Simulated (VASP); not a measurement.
Input of a VASP 6.6.1 run:

INCAR

```
SYSTEM = Pr3Mo
PREC     = Accurate       ! precision mode
ENCUT    = 500            ! plane-wave cutoff, eV
EDIFF    = 1E-7           ! SCF threshold, eV
ISMEAR   = 0              ! smearing method
SIGMA    = 0.1            ! smearing width, eV
LREAL    = .False.        ! projectors in reciprocal space
LASPH    = .True.         ! aspherical terms in the spheres
NELM     = 200            ! most SCF steps
ALGO     = Normal         ! electronic algorithm
ISIF     = 3              ! what is computed and relaxed
LWAVE    = .False.        ! write WAVECAR
LCHARG   = .False.        ! write CHGCAR
GGA      = PE             ! functional
IBRION   = 2              ! ionic algorithm
NSW      = 90             ! ionic steps
EDIFFG   = -0.04          ! ionic threshold
GGA_COMPAT= .False.      
NELMIN   = 4            
LMAXMIX  = 6              ! l up to which the mixer works
```

The input KPOINTS:

```
regular mesh
0
Gamma
  4 4 4
  0 0 0
```

Contents of POSCAR:

```
Pr3Mo
1.0
    5.5628007000      0.0000000000      0.0000000000
    0.0000000000      5.5628007000      0.0000000000
    0.0000000000      0.0000000000      4.5237200300
Pr Mo
3 1
Direct
    0.0000000000      0.0000000000      0.0000000000
    0.5000000000      0.0000000000      0.5000000000
    0.0000000000      0.5000000000      0.5000000000
    0.5000000000      0.5000000000      0.0000000000
```

Potentials or basis: VASP PAW PBE potentials, release 64 (Pr_3, Mo_sv), 4f in core.

Run with:

```sh
$ cat potpaw_PBE.64/Pr_3/POTCAR potpaw_PBE.64/Mo_sv/POTCAR > POTCAR
$ mpirun -np 1 vasp_std > vasp.out
```

Problem. Estimate the space group after relaxing (to 0.1 Å).

Solution. P4/mmm (No. 123).

Problem. Estimate the relaxed volume.

Solution. 28.84 Å³/atom.

Problem. What does it give for the band gap on the k mesh?

Solution. Zero (an odd number of electrons rules out a gap without spin polarisation).

Problem. Predict the relaxed cell.

Solution. a = 4.763 Å, b = 4.763 Å, c = 5.085 Å, α = 90.00°, β = 90.00°, γ = 90.00°.

Final structure:
```xyz
4
Lattice="4.7631 0.0000 0.0000 0.0000 4.7631 0.0000 0.0000 0.0000 5.0851" Properties=species:S:1:pos:R:3 pbc="T T T"
Pr    0.0000    0.0000    5.0851
Pr    2.3815    0.0000    2.5425
Pr    0.0000    2.3815    2.5425
Mo    2.3815    2.3815    0.0000
```

Caveat: the volume moved by over 15 % at a fixed basis, so the end points are rough; spin-orbit coupling is left out, which moves the levels of the heavy elements; the 4f electrons are frozen in the core, so they carry no moment and show no levels. Spin polarisation is off, so any magnetic state and its effect on volume and gap are missing.
